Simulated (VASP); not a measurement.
Li27H20F7:

```xyz
54
Lattice="0.0000 5.9803 5.9803 5.9803 0.0000 5.9803 5.9803 5.9803 0.0000" Properties=species:S:1:pos:R:3 pbc="T T T"
H     2.0547    3.9992    3.9630
H     5.9890    4.0180    4.0279
H     5.9301    3.9980    8.0132
H     5.9633    8.0273    4.0251
H     5.9027    7.9537    7.9785
H     4.0182    2.0061    4.0227
H     3.9460    5.9630    4.0504
H     3.9865    6.0090    7.8756
H     7.9842    5.9946    3.9861
H     8.0685    9.9525    7.9623
H     3.9948    3.9949    5.9690
H     7.9625    3.9429    5.9940
H     8.0768    7.9779    5.9880
H     1.9419    1.9791    2.0044
H     2.0400    5.9931    5.9775
H     6.0335    2.0292    5.9939
H     5.9547    5.9266    1.9134
H     6.0365    5.9652   10.0165
H     6.0079    9.9924    6.0072
H     9.9871    9.9577    9.9665
F     9.9842    7.9093    7.9456
F     7.9915    5.9518    7.9912
F     3.9337    3.9131    1.9884
F     3.9396    8.0040    5.9408
F     7.9444    7.8932    9.9344
F     6.0009    5.9555    6.0412
F     9.9915    5.9846    5.9389
Li    6.0040    5.9903   11.9113
Li    5.9743    3.9763    9.9256
Li    9.9269    5.9648    4.0156
Li    4.0648    9.9446    6.0120
Li    3.9705    3.9082    4.0041
Li    4.0303    4.0054    7.9609
Li    3.9764    7.9967    4.0570
Li    7.9888    9.8742    9.9636
Li    8.0332    7.9203    7.9297
Li    7.9544    2.0762    6.0170
Li    2.1571    2.0033    3.9987
Li    7.9636    5.9862    9.9371
Li    6.0285    7.9334    9.9715
Li    5.9179    6.0222    3.9540
Li    6.0261    5.9708    8.0054
Li    7.9578   11.9261    7.9592
Li    7.9494    4.0037    7.9606
Li    2.0354    4.0094    6.0044
Li    5.9961    9.9900    7.9438
Li    5.9951    4.0051    5.9697
Li    5.9184    7.9752    5.9579
Li   11.8619    8.0421    7.9540
Li    4.0264    2.0326    2.0161
Li    3.9794    2.0292    6.0013
Li    4.0178    5.9828    1.9876
Li    4.0236    5.9453    5.9970
Li    8.0326    6.0168    6.0802
```

Base run:

* Program: VASP 6.6.1
* Functional: revPBE
* Potentials or basis: VASP PAW PBE potentials, release 64 (H, F, Li_sv)
* Cutoff: 880 eV
* k mesh: 1 × 1 × 1, shifted
* Occupations: fermi-dirac, width 0.05 eV
* Spin: no spin polarisation

Its results: band gap on the k mesh 5.39 eV; pressure 4.1 GPa; largest force 0.604 eV/Å.

Question: The run is repeated on the same cell with these changes: functional from revPBE to PBEsol. What comes out?

Answer: Band gap on the k mesh 5.07 eV; pressure 0.8 GPa; largest force 0.606 eV/Å.

PBEsol binds more tightly than revPBE, so the same cell stands under less pressure.

Caveats: the PAW data sets were made with another functional, which shifts forces and pressure a little; a shifted mesh leaves out Γ, where band edges can lie; the cell stands under pressure (at least some runs).

A k mesh can miss the band edges.
